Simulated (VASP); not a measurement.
# Be5ZnSe6 (P3m1) in VASP: single point with PBE

Aim: the single point of Be5ZnSe6 with PBE.

Everything below comes from runs of VASP 6.6.1. Logs are shortened: lines on timing, memory, paths and dates and some standing lists are left out, and cuts for length are marked.

### 1 The cell of the first run

It takes space group P3m1 (No. 156, trigonal). The conventional cell has a = 3.731 Å, b = 3.731 Å, c = 18.280 Å, α = 90.00°, β = 90.00°, γ = 120.00°. Be (site symmetry 3m) has 4 Se at 2.29 Å within 3.0 Å. Be (site symmetry 3m) has 4 Se at 2.29 Å within 3.0 Å. Be (site symmetry 3m) has 4 Se at 2.29 Å within 3.0 Å. Be (site symmetry 3m) has 4 Se at 2.29 Å within 3.0 Å. Be (site symmetry 3m) has 4 Se at 2.29 Å within 3.0 Å. Zn (site symmetry 3m) has 4 Se at 2.29 Å within 3.0 Å. Within 3.0 Å of Se (site symmetry 3m) lie 1 Zn at 2.29 Å and 3 Be at 2.29 Å. Within 3.0 Å of Se (site symmetry 3m) lie 3 Zn at 2.29 Å and 1 Be at 2.29 Å.

### 2 Single point, PBE

INCAR

```
PREC = Accurate ; ENCUT = 520
EDIFF = 1E-7 ; ISMEAR = 0
SIGMA = 0.1 ; LREAL = F
LASPH = T ; NELM = 80
ALGO = Normal ; ISIF = 2
LWAVE = F ; LCHARG = F
GGA = PE ; NBANDS = 41
```

KPOINTS

```
regular mesh
0
Gamma
  6 6 1
```

POSCAR

```
Be5ZnSe6
1.0
    3.7313964900      0.0000000000      0.0000000000
   -1.8656982500      3.2314841600      0.0000000000
    0.0000000000      0.0000000000     18.2800348800
Be Zn Se
5 1 6
Direct
    0.0000000000      0.0000000000      0.0000000000
    0.6666666700      0.3333333300      0.6666666700
    0.0000000000      0.0000000000      0.5000000000
    0.3333333300      0.6666666700      0.3333333300
    0.6666666700      0.3333333300      0.1666666700
    0.3333333300      0.6666666700      0.8333333300
    0.3333333300      0.6666666700      0.9583333300
    0.6666666700      0.3333333300      0.7916666700
    0.0000000000      0.0000000000      0.6250000000
    0.3333333300      0.6666666700      0.4583333300
    0.6666666700      0.3333333300      0.2916666700
    0.0000000000      0.0000000000      0.1250000000
```

Potentials or basis: VASP PAW PBE potentials, release 64 (Be, Zn, Se).

On the command line:

```console
$ cat potpaw_PBE.64/Be/POTCAR potpaw_PBE.64/Zn/POTCAR potpaw_PBE.64/Se/POTCAR > POTCAR
$ mpirun -np 1 vasp_std > vasp.out
```

OUTCAR:

```text
PREC = Accurate
   ENCUT = 520
   EDIFF = 1E-7
   ISMEAR = 0
   LREAL = F
   LASPH = T
   NELM = 80
   ISIF = 2
   GGA = PE

 ion  position               nearest neighbor table
   1  0.000  0.000  0.000-  12 2.29   7 2.29   7 2.29   7 2.29
   2  0.667  0.333  0.667-   8 2.29   9 2.29   9 2.29   9 2.29
   3  0.000  0.000  0.500-   9 2.29  10 2.29  10 2.29  10 2.29
   4  0.333  0.667  0.333-  11 2.29  11 2.29  10 2.29  11 2.29
   5  0.667  0.333  0.167-  11 2.29  12 2.29  12 2.29  12 2.29
   6  0.333  0.667  0.833-   8 2.29   8 2.29   7 2.29   8 2.29
   7  0.333  0.667  0.958-   6 2.29   1 2.29   1 2.29   1 2.29
   8  0.667  0.333  0.792-   6 2.29   6 2.29   2 2.29   6 2.29
   9  0.000  0.000  0.625-   3 2.29   2 2.29   2 2.29   2 2.29
  10  0.333  0.667  0.458-   4 2.29   3 2.29   3 2.29   3 2.29
  11  0.667  0.333  0.292-   4 2.29   4 2.29   5 2.29   4 2.29
  12  0.000  0.000  0.125-   1 2.29   5 2.29   5 2.29   5 2.29

  LATTYP: Found a hexagonal cell.
 ALAT       =     3.7313964900
 C/A-ratio  =     4.8989794917

  Lattice vectors:

 A1 = (   3.7313964900,   0.0000000000,   0.0000000000)
 A2 = (  -1.8656982500,   3.2314841600,   0.0000000000)
 A3 = (   0.0000000000,   0.0000000000,  18.2800348800)

Analysis of symmetry for initial positions (statically):
=====================================================================
 Subroutine PRICEL returns:
 Original cell was already a primitive cell.

 Routine SETGRP: Setting up the symmetry group for a
 hexagonal supercell.

 Subroutine GETGRP returns: Found  6 space group operations
 (whereof  6 operations were pure point group operations)
 out of a pool of 24 trial point group operations.

The static configuration has the point symmetry C_3v.

Analysis of symmetry for dynamics (positions and initial velocities):
=====================================================================
 Subroutine PRICEL returns:
 Original cell was already a primitive cell.

 Routine SETGRP: Setting up the symmetry group for a
 hexagonal supercell.

 Subroutine GETGRP returns: Found  6 space group operations
 (whereof  6 operations were pure point group operations)
 out of a pool of 24 trial point group operations.

The dynamic configuration has the point symmetry C_3v.

 Subroutine INISYM returns: Found  6 space group operations
 (whereof  6 operations are pure point group operations),
[... 107 lines left out ...]
   TEBEG  =    0.0;   TEEND  =   0.0 temperature during run
   PSTRESS=    0.0 pullay stress
   NELECT =      58.0000    total number of electrons
   NUPDOWN=      -1.0000    fix difference up-down
   EMIN   =  10.00;   EMAX   =-10.00  energy-range for DOS
   EFERMI =   0.00;   METHOD = LEGACY
   ISMEAR =     0;   SIGMA  =   0.10  broadening in eV -4-tet -1-fermi 0-gaus
   EFERMI_NEDOS =   21; number of points for ismear=-14 and -15
   IALGO  =     38    algorithm
   IMIX   =      4    mixing-type and parameters
     AMIX     =   0.40;   BMIX     =  1.00
     AMIX_MAG =   1.60;   BMIX_MAG =  1.00
  volume/ion in A,a.u.               =      18.37       123.96
  Fermi-wavevector in a.u.,A,eV,Ry     =   1.049061  1.982438 14.973601  1.100529
  Thomas-Fermi vector in A             =   2.184008
   LORBIT       =      0    0 simple, 1 ext, 2 COOP (PROOUT), +10 PAW based schemes
   GGA     = PE    functional components
   LHFCALC =     F    Hartree Fock is set to
   AEXX    =    0.0000 exact exchange contribution
   IVDW    =     0    specifies the selected vdW correction
   LEPSILON=     F    determine dielectric tensor
   LRPA    =     F    only Hartree local field effects (RPA)
 non-spin polarized calculation
 Gauss-broadening in eV      SIGMA  =   0.10
  energy-cutoff  :      520.00
  volume of cell :      220.42
 maximum number of plane-waves:      5953
 NGX is ok and might be reduce to    28
   NGX = 13   NGY = 13   NGZ = 67

 number of electron      58.0000002 magnetization

 Free energy of the ion-electron system (eV)
  ---------------------------------------------------
  ext. energy  EPLUGINS =         0.00000000
  ---------------------------------------------------
  free energy    TOTEN  =       -49.54846202 eV

  energy without entropy =      -49.54846202  energy(sigma->0) =      -49.54846202

 E-fermi :   3.4901     XC(G=0):  -9.3251

 val. band max:        3.0543550304   @ k =   0.0000   0.0000   0.0000
 cond. band min:       5.5337680909   @ k =   0.5000  -0.0000   0.0000
 fundamental gap:      2.4794130605
 Fermi energy:         3.4901214958

 k-point     1 :       0.0000    0.0000    0.0000
  band No.  band energies     occupation
      1     -10.9581      2.00000
      2     -10.5002      2.00000
      3     -10.4310      2.00000
      4     -10.0040      2.00000
      5      -9.8530      2.00000
      6      -9.5261      2.00000
[... 297 lines left out ...]
     40      10.8471      0.00000
     41      10.8871      0.00000

------------------------ aborting loop because EDIFF is reached ----------------------------------------

  FORCE on cell =-STRESS in cart. coord.  units (eV):
  Direction    XX          YY          ZZ          XY          YZ          ZX
  --------------------------------------------------------------------------------------
  -------------------------------------------------------------------------------------
  Total        1.6174705      1.6174705      1.4075838     -0.0000000      0.0000000      0.0000000
  in kB       11.7569996     11.7569996     10.2313845     -0.0000000      0.0000000      0.0000000
  external PRESSURE =      11.2484612 kB  Pullay stress =       0.0000000 kB

 VOLUME and BASIS-vectors are now :
 -----------------------------------------------------------------------------
  energy-cutoff  :      520.00
  volume of cell :      220.42
      direct lattice vectors                 reciprocal lattice vectors
     3.731396490  0.000000000  0.000000000     0.267996179  0.154727666  0.000000000
    -1.865698250  3.231484160  0.000000000     0.000000000  0.309455331  0.000000000
     0.000000000  0.000000000 18.280034880     0.000000000  0.000000000  0.054704491

 POSITION                                       TOTAL-FORCE (eV/Angst)
 -----------------------------------------------------------------------------------
      0.00000      0.00000      0.00000         0.000000      0.000000      0.107822
      1.86570      1.07716     12.18669         0.000000      0.000000      0.011465
      0.00000      0.00000      9.14002         0.000000      0.000000     -0.002729
     -0.00000      2.15432      6.09334        -0.000000      0.000000     -0.001364
      1.86570      1.07716      3.04667         0.000000      0.000000      0.001026
     -0.00000      2.15432     15.23336        -0.000000     -0.000000     -0.095857
     -0.00000      2.15432     17.51837         0.000000     -0.000000      2.019108
      1.86570      1.07716     14.47169         0.000000     -0.000000     -2.041337
      0.00000      0.00000     11.42502         0.000000      0.000000     -0.006131
     -0.00000      2.15432      8.37835        -0.000000      0.000000      0.000835
      1.86570      1.07716      5.33168        -0.000000      0.000000      0.000623
      0.00000      0.00000      2.28500         0.000000      0.000000      0.006538
 -----------------------------------------------------------------------------------
    total drift:                                0.000013     -0.000008      0.000356

  FREE ENERGIE OF THE ION-ELECTRON SYSTEM (eV)
  ---------------------------------------------------
  free  energy   TOTEN  =       -49.5484620161 eV

  energy  without entropy=      -49.5484620161  energy(sigma->0) =      -49.54846202
```

stdout:

```text
POSCAR found type information on POSCAR BeZnSe
 POSCAR found :  3 types and      12 ions
 scaLAPACK will be used
 LDA part: xc-table for (Slater+PW92), standard interpolation
 POSCAR, INCAR and KPOINTS ok, starting setup
 FFT: planning ... GRIDC
 FFT: planning ... GRID_SOFT
 FFT: planning ... GRID
 WAVECAR not read
 entering main loop
```

Run time: 2.8 min. Hardware: 1 thread of Intel Xeon 8259CL, shared host; peak memory 0.34 GiB.

What came out:

```yaml
Free_energy: -49.5485 eV
Pressure: 1.1 GPa
Largest_force: 2.041 eV/Å
Band_gap_on_the_k_mesh: 2.48 eV (least direct gap 3.24 eV)
```

Forces on the atoms (eV/Å):
```
Be   0.000  0.000  0.108
Be   0.000  0.000  0.011
Be   0.000  0.000 -0.003
Be   0.000  0.000 -0.001
Be   0.000  0.000  0.001
Zn   0.000  0.000 -0.096
Se   0.000  0.000  2.019
Se   0.000  0.000 -2.041
Se   0.000  0.000 -0.006
Se   0.000  0.000  0.001
Se   0.000  0.000  0.001
Se   0.000  0.000  0.007
```

Stress tensor (GPa, compression positive):
```
1.18 0.00 0.00
0.00 1.18 0.00
0.00 0.00 1.02
```

Levels at points of the mesh, in eV from the valence-band top:
| k point | band 26 | band 27 | band 28 | band 29 | band 30 | band 31 | band 32 | band 33 |
| --- | --- | --- | --- | --- | --- | --- | --- | --- |
| (0.00, 0.00, 0.00) | -0.48 | -0.20 | 0.00 | 0.00 | 3.24 | 3.60 | 3.77 | 3.81 |
| (0.50, 0.00, 0.00) | -1.77 | -1.63 | -1.21 | -1.19 | 2.48 | 3.20 | 3.33 | 3.63 |

Caveat: an odd mesh through Γ misses points on the zone boundary, where band edges can lie; forces of over 1 eV/Å act on the atoms, so gaps and moduli don't describe the material at rest.
